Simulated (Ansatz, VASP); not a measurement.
# InSb: VASP beside Ansatz

The input INCAR:

```
ALGO = Normal
EDIFF = 1E-6
ENCUT = 520
GGA = PE
ISIF = 2
ISMEAR = 0
LASPH = T
LCHARG = F
LREAL = F
LWAVE = F
NBANDS = 16
NELM = 100
PREC = Accurate
SIGMA = 0.15
```

File KPOINTS:

```
k-points
0
Gamma
  12 12 12
```

Contents of POSCAR:

```
InSb
1.0
    0.0000000000      3.1828152308      3.5364613676
    2.5062747953      0.0000000000      3.5364613676
    2.5062747953      3.1828152308      0.0000000000
In Sb
1 1
Direct
    0.0000000000      0.0000000000      0.0000000000
    0.5000000000      0.5000000000      0.5000000000
```

Input for Ansatz:

```yaml
crystal:
  lattice:
    - [0.0, 3.1828152308, 3.5364613676]
    - [2.5062747953, 0.0, 3.5364613676]
    - [2.5062747953, 3.1828152308, 0.0]
  atoms:
    - { symbol: In, position: [0.0, 0.0, 0.0] }
    - { symbol: Sb, position: [0.5, 0.5, 0.5] }
basis:
  ecutwfc: 420
kpoints:
  mp_grid: { grid: [12, 12, 12] }
hamiltonian:
  xc: pbe
  pseudopotentials: { kind: paw, azcp: { folder: soft_1 } }
scf:
  occupations: { method: gaussian, width: 0.15 }
output:
  forces: true
  stress: true
  eigenvalues: true
```

Change from the starting cell: strain +e along x and -e along y -0.1100, strain +e along z and -e/2 along x and y +0.1500.

Alike in both runs: task single point; functional PBE; k mesh 12 × 12 × 12; occupations gaussian, width 0.15 eV; no spin polarisation.

|  | VASP | Ansatz |
| --- | --- | --- |
| version | VASP 6.6.1 | Ansatz 0.2.0 |
| potentials or method | VASP PAW PBE potentials, release 64 (In_d, Sb), cutoff 520 eV | scalar-relativistic, plane waves, PAW |
| valence electrons in the cell | 18 | 28 |

Ansatz gave:

| Item | Value |
| --- | --- |
| gap on the k mesh at the Fermi level (eV) | none |
| pressure (GPa) | 14.5 |
| traceless stress, the component that is largest in VASP (GPa) | 32.66 |

Problem. Estimate VASP's values.

Solution. gap on the k mesh at the Fermi level (eV): none; pressure (GPa): 14.4; traceless stress, the component that is largest in VASP (GPa): 32.44.

A gap of «none» marks a metal or a gap that the smearing closes. VASP's potentials hold 18 valence electrons a cell and Ansatz's 28, so a difference there can come from the potentials and not from the codes.

Spin-orbit coupling is off throughout.
